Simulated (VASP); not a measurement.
# CoPtO2 (R-3m) in VASP: single point with PBE

Aim: the single point of CoPtO2 with PBE.

Program: VASP 6.6.1. These are calculated values, not measurements. Logs are shortened: lines on timing, memory, paths and dates and some standing lists are left out, and cuts for length are marked.

### 1 The cell of the first run

It takes space group R-3m (No. 166, trigonal). The conventional cell has a = 2.820 Å, b = 2.820 Å, c = 17.808 Å, α = 90.00°, β = 90.00°, γ = 120.00°. Within 2.5 Å of Co (site symmetry -3m) lie 6 O at 1.89 Å. Pt (site symmetry -3m) has 2 O at 2.00 Å within 2.6 Å. Within 2.5 Å of O (site symmetry 3m) lie 3 Co at 1.89 Å and 1 Pt at 2.00 Å.

### 2 Single point, PBE

Contents of INCAR:

```
ALGO = Normal
EDIFF = 1E-6
ENCUT = 520
GGA = PE
ISIF = 2
ISMEAR = 0
LASPH = True
LCHARG = False
LREAL = False
LWAVE = False
NBANDS = 24
NELM = 80
PREC = Accurate
SIGMA = 0.03
```

Contents of KPOINTS:

```
k-points
0
Gamma
  14 14 14
```

Contents of POSCAR:

```
CoPtO2
1.0
    1.4100000000      0.8140638796      5.9360000000
   -1.4100000000      0.8140638796      5.9360000000
    0.0000000000     -1.6281277591      5.9360000000
Co Pt O
1 1 2
Direct
    0.5000000000      0.5000000000      0.5000000000
    0.0000000000      0.0000000000      0.0000000000
    0.8877559700      0.8877559700      0.8877559700
    0.1122440300      0.1122440300      0.1122440300
```

Potentials or basis: VASP PAW PBE potentials, release 64 (Co, Pt, O).

Started as:

```bash
$ cat potpaw_PBE.64/Co/POTCAR potpaw_PBE.64/Pt/POTCAR potpaw_PBE.64/O/POTCAR > POTCAR
$ mpirun -np 1 vasp_std > vasp.out
```

OUTCAR:

```text
EDIFF = 1E-6
   ENCUT = 520
   GGA = PE
   ISIF = 2
   ISMEAR = 0
   LASPH = True
   LREAL = False
   NELM = 80
   PREC = Accurate

 ion  position               nearest neighbor table
   1  0.500  0.500  0.500-   4 1.89   4 1.89   3 1.89   3 1.89   4 1.89   3 1.89
   2  0.000  0.000  0.000-   3 2.00   4 2.00
   3  0.888  0.888  0.888-   1 1.89   1 1.89   1 1.89   2 2.00
   4  0.112  0.112  0.112-   1 1.89   1 1.89   1 1.89   2 2.00

  LATTYP: Found a trigonal (rhomboedric) cell.
 ALAT       =     6.1552332206
 COS(alpha) =     0.8950507848

  Lattice vectors:

 A1 = (   1.4100000000,   0.8140638796,   5.9360000000)
 A2 = (  -1.4100000000,   0.8140638796,   5.9360000000)
 A3 = (   0.0000000000,  -1.6281277591,   5.9360000000)

Analysis of symmetry for initial positions (statically):
=====================================================================
 Subroutine PRICEL returns:
 Original cell was already a primitive cell.

 Routine SETGRP: Setting up the symmetry group for a
 trigonal (rhombohedral) supercell.

 Subroutine GETGRP returns: Found 12 space group operations
 (whereof 12 operations were pure point group operations)
 out of a pool of 12 trial point group operations.

The static configuration has the point symmetry D_3d.

Analysis of symmetry for dynamics (positions and initial velocities):
=====================================================================
 Subroutine PRICEL returns:
 Original cell was already a primitive cell.

 Routine SETGRP: Setting up the symmetry group for a
 trigonal (rhombohedral) supercell.

 Subroutine GETGRP returns: Found 12 space group operations
 (whereof 12 operations were pure point group operations)
 out of a pool of 12 trial point group operations.

The dynamic configuration has the point symmetry D_3d.

 Subroutine INISYM returns: Found 12 space group operations
 (whereof 12 operations are pure point group operations),
 and found     1 'primitive' translations

----------------------------------------------------------------------------------------

                                     Primitive cell

  volume of cell :      40.8811

  direct lattice vectors                    reciprocal lattice vectors
     1.410000000  0.814063880  5.936000000     0.354609929  0.204734138  0.056154537
    -1.410000000  0.814063880  5.936000000    -0.354609929  0.204734138  0.056154537
     0.000000000 -1.628127759  5.936000000     0.000000000 -0.409468276  0.056154537

  length of vectors
     6.155233221  6.155233221  6.155233221     0.413300860  0.413300860  0.413300860

  position of ions in fractional coordinates (direct lattice)
     0.500000000  0.500000000  0.500000000
     0.000000000  0.000000000  0.000000000
     0.887755970  0.887755970  0.887755970
     0.112244030  0.112244030  0.112244030

  ion indices of the primitive-cell ions
   primitive index   ion index
                 1           1
                 2           2
                 3           3
                 4           4

----------------------------------------------------------------------------------------

 KPOINTS: k-points

Automatic generation of k-mesh.
 Grid dimensions read from file:
 generate k-points for:   14   14   14

 Generating k-lattice:

  Cartesian coordinates                     Fractional coordinates (reciprocal lattice)
     0.025329281  0.014623867  0.004011038     0.071428571  0.000000000 -0.000000000
    -0.025329281  0.014623867  0.004011038     0.000000000  0.071428571 -0.000000000
     0.000000000 -0.029247734  0.004011038     0.000000000  0.000000000  0.071428571

  Length of vectors
     0.029521490  0.029521490  0.029521490

  Shift w.r.t. Gamma in fractional coordinates (k-lattice)
     0.000000000  0.000000000  0.000000000

 Subroutine IBZKPT returns following result:
 ===========================================

 Found    288 irreducible k-points:

 Following reciprocal coordinates:
            Coordinates               Weight
  0.000000  0.000000  0.000000      1.000000
  0.071429  0.000000  0.000000      6.000000
  0.142857  0.000000  0.000000      6.000000
  0.214286  0.000000 -0.000000      6.000000
  0.285714  0.000000  0.000000      6.000000
  0.357143  0.000000  0.000000      6.000000
[... 16 lines left out ...]
  0.214286  0.142857  0.000000     12.000000
  0.285714  0.142857  0.000000     12.000000
 [... further k-points ...]
   k-points           NKPTS =    288   k-points in BZ     NKDIM =    288   number of bands    NBANDS=     24
   number of dos      NEDOS =    301   number of ions     NIONS =      4
   total plane-waves  NPLWV = 110592
   dimension x,y,z NGX =    48 NGY =   48 NGZ =   48
   dimension x,y,z NGXF=    96 NGYF=   96 NGZF=   96
   ions per type =               1   1   2
   NGX,Y,Z   is equivalent  to a cutoff of  12.96, 12.96, 12.96 a.u.
   NGXF,Y,Z  is equivalent  to a cutoff of  25.93, 25.93, 25.93 a.u.
 SYSTEM =  unknown system
   PREC   = accura    normal or accurate (medium, high low for compatibility)
   ISTART =      0    job   : 0-new  1-cont  2-samecut
   ICHARG =      2    charge: 1-file 2-atom 10-const
   ISPIN  =      1    spin polarized calculation?
   LNONCOLLINEAR =      F non collinear calculations
   LSORBIT =      F    spin-orbit coupling
   LASPH  =      T    aspherical Exc in radial PAW
   ENCUT  =  520.0 eV  38.22 Ry    6.18 a.u.  11.44 11.44 11.44*2*pi/ulx,y,z
   NELM   =     80;   NELMIN=  2; NELMDL= -5     # of ELM steps
   EDIFF  = 0.1E-05   stopping-criterion for ELM
   LREAL  =      F    real-space projection
[... 7 lines left out ...]
   TEBEG  =    0.0;   TEEND  =   0.0 temperature during run
   PSTRESS=    0.0 pullay stress
   NELECT =      31.0000    total number of electrons
   NUPDOWN=      -1.0000    fix difference up-down
   EMIN   =  10.00;   EMAX   =-10.00  energy-range for DOS
   EFERMI =   0.00;   METHOD = LEGACY
   ISMEAR =     0;   SIGMA  =   0.03  broadening in eV -4-tet -1-fermi 0-gaus
   EFERMI_NEDOS =   21; number of points for ismear=-14 and -15
   IALGO  =     38    algorithm
   IMIX   =      4    mixing-type and parameters
     AMIX     =   0.40;   BMIX     =  1.00
     AMIX_MAG =   1.60;   BMIX_MAG =  1.00
  volume/ion in A,a.u.               =      10.22        68.97
  Fermi-wavevector in a.u.,A,eV,Ry     =   1.492867  2.821110 30.322654  2.228652
  Thomas-Fermi vector in A             =   2.605340
   LORBIT       =      0    0 simple, 1 ext, 2 COOP (PROOUT), +10 PAW based schemes
   GGA     = PE    functional components
   LHFCALC =     F    Hartree Fock is set to
   AEXX    =    0.0000 exact exchange contribution
   IVDW    =     0    specifies the selected vdW correction
   LEPSILON=     F    determine dielectric tensor
   LRPA    =     F    only Hartree local field effects (RPA)
 non-spin polarized calculation
 Gauss-broadening in eV      SIGMA  =   0.03
  energy-cutoff  :      520.00
  volume of cell :       40.88
 maximum number of plane-waves:      1118
 NGX is ok and might be reduce to    48
   NGX = 23   NGY = 23   NGZ = 23

 number of electron      30.9999999 magnetization

 Free energy of the ion-electron system (eV)
  ---------------------------------------------------
  ext. energy  EPLUGINS =         0.00000000
  ---------------------------------------------------
  free energy    TOTEN  =       -26.42466790 eV

  energy without entropy =      -26.42427983  energy(sigma->0) =      -26.42447386

 E-fermi :   8.9803     XC(G=0): -12.7069

 val. band max:        8.9761207947   @ k =  -0.2143  -0.2857   0.1429
 cond. band min:       8.9908393027   @ k =   0.5000   0.5000  -0.0000
 fundamental gap:      0.0147185080
 Fermi energy:         8.9802813603

 k-point     1 :       0.0000    0.0000    0.0000
  band No.  band energies     occupation
      1     -12.8313      2.00000
      2     -10.9185      2.00000
      3      -0.8925      2.00000
      4       1.6840      2.00000
      5       2.2717      2.00000
      6       2.2717      2.00000
[... 16 lines left out ...]
     23      24.4469      0.00000
     24      26.2635      0.00000

 k-point     2 :       0.0714    0.0000    0.0000
  band No.  band energies     occupation
      1     -12.7715      2.00000
      2     -10.9129      2.00000
      3      -0.8144      2.00000
      4       1.8308      2.00000
      5       2.0883      2.00000
      6       2.3002      2.00000
[... 16 lines left out ...]
     23      24.5831      0.00000
     24      25.5952      0.00000

 k-point     3 :       0.1429    0.0000    0.0000
  band No.  band energies     occupation
      1     -12.5989      2.00000
      2     -10.8987      2.00000
      3      -0.5972      2.00000
      4       1.7053      2.00000
      5       2.2260      2.00000
      6       2.3806      2.00000
[... 16 lines left out ...]
     23      24.2963      0.00000
     24      24.5538      0.00000

 k-point     4 :       0.2143    0.0000   -0.0000
  band No.  band energies     occupation
      1     -12.3349      2.00000
      2     -10.8827      2.00000
      3      -0.2858      2.00000
      4       1.3265      2.00000
      5       2.4974      2.00000
      6       2.5864      2.00000
[... 16 lines left out ...]
     23      23.1371      0.00000
     24      23.3594      0.00000

 k-point     5 :       0.2857    0.0000    0.0000
  band No.  band energies     occupation
      1     -12.0156      2.00000
      2     -10.8760      2.00000
      3       0.0519      2.00000
      4       1.0246      2.00000
      5       2.3180      2.00000
      6       2.6294      2.00000
[... 451 lines left out ...]
 k-point    22 :       0.1429    0.1429    0.0000
  band No.  band energies     occupation
      1     -12.5870      2.00000
      2     -10.9182      2.00000
      3      -0.5444      2.00000
      4       1.7046      2.00000
      5       2.2480      2.00000
      6       2.3748      2.00000
[... 16 lines left out ...]
     23      24.2353      0.00000
     24      24.5469      0.00000

 k-point    23 :       0.2143    0.1429    0.0000
  band No.  band energies     occupation
      1     -12.4199      2.00000
      2     -10.9143      2.00000
      3      -0.3347      2.00000
      4       1.4804      2.00000
      5       2.3976      2.00000
      6       2.5712      2.00000
[... 16 lines left out ...]
     23      23.5074      0.00000
     24      24.0172      0.00000

 k-point    24 :       0.2857    0.1429    0.0000
  band No.  band energies     occupation
      1     -12.1688      2.00000
      2     -10.9074      2.00000
      3      -0.0537      2.00000
      4       1.2669      2.00000
      5       2.3516      2.00000
      6       2.7505      2.00000
[... 16 lines left out ...]
     23      22.7418      0.00000
     24      23.2941      0.00000

 [... further k-points ...]
[... 5 lines left out ...]
  --------------------------------------------------------------------------------------
  -------------------------------------------------------------------------------------
  Total        1.8598259      1.8598259      1.9625089      0.0000000      0.0000000      0.0000000
  in kB       72.8886890     72.8886890     76.9129510      0.0000000      0.0000000      0.0000000
  external PRESSURE =      74.2301097 kB  Pullay stress =       0.0000000 kB

 VOLUME and BASIS-vectors are now :
 -----------------------------------------------------------------------------
  energy-cutoff  :      520.00
  volume of cell :       40.88
      direct lattice vectors                 reciprocal lattice vectors
     1.410000000  0.814063880  5.936000000     0.354609929  0.204734138  0.056154537
    -1.410000000  0.814063880  5.936000000    -0.354609929  0.204734138  0.056154537
     0.000000000 -1.628127759  5.936000000     0.000000000 -0.409468276  0.056154537

 POSITION                                       TOTAL-FORCE (eV/Angst)
 -----------------------------------------------------------------------------------
      0.00000      0.00000      8.90400         0.000000     -0.000000      0.000000
      0.00000      0.00000      0.00000        -0.000000      0.000000      0.000000
      0.00000      0.00000     15.80916        -0.000000      0.000000      0.097659
      0.00000      0.00000      1.99884        -0.000000     -0.000000     -0.097659
 -----------------------------------------------------------------------------------
    total drift:                               -0.000000      0.000000     -0.000000

  FREE ENERGIE OF THE ION-ELECTRON SYSTEM (eV)
  ---------------------------------------------------
  free  energy   TOTEN  =       -26.4246679011 eV

  energy  without entropy=      -26.4242798264  energy(sigma->0) =      -26.42447386
```

Run time: 30 min. Hardware: 1 thread of AMD EPYC 7R13, shared host; peak memory 0.52 GiB.

What came out:

```yaml
Free_energy: -26.4247 eV
Pressure: 7.4 GPa
Largest_force: 0.098 eV/Å
```

Forces in eV/Å, atoms in the order of the input:
```
Co   0.000  0.000  0.000
Pt   0.000  0.000  0.000
O    0.000  0.000  0.098
O    0.000  0.000 -0.098
```

Levels at points of the mesh, in eV from the Fermi level:
| k point | band 14 | band 15 | band 16 | band 17 | band 18 | band 19 |
| --- | --- | --- | --- | --- | --- | --- |
| (0.00, 0.00, 0.00) | -1.80 | -1.80 | -1.70 | 1.71 | 1.71 | 2.61 |
| (0.50, 0.00, 0.00) | -1.17 | -0.16 | 0.89 | 1.12 | 1.17 | 2.29 |
| (0.50, 0.50, 0.00) | -1.20 | -0.16 | 0.01 | 1.60 | 2.06 | 2.29 |
| (0.50, 0.50, 0.50) | -1.05 | -0.94 | -0.94 | 1.28 | 1.28 | 3.80 |

Caveat: spin-orbit coupling is left out, which moves the levels of the heavy elements; an odd number of electrons without spin polarisation forces a metal; a magnetic or distorted state may lie lower; the run has no spin polarisation, though such a crystal can be magnetic; semilocal functionals often make such compounds metallic where correlation or magnetic order opens a gap, which also shifts bond lengths.
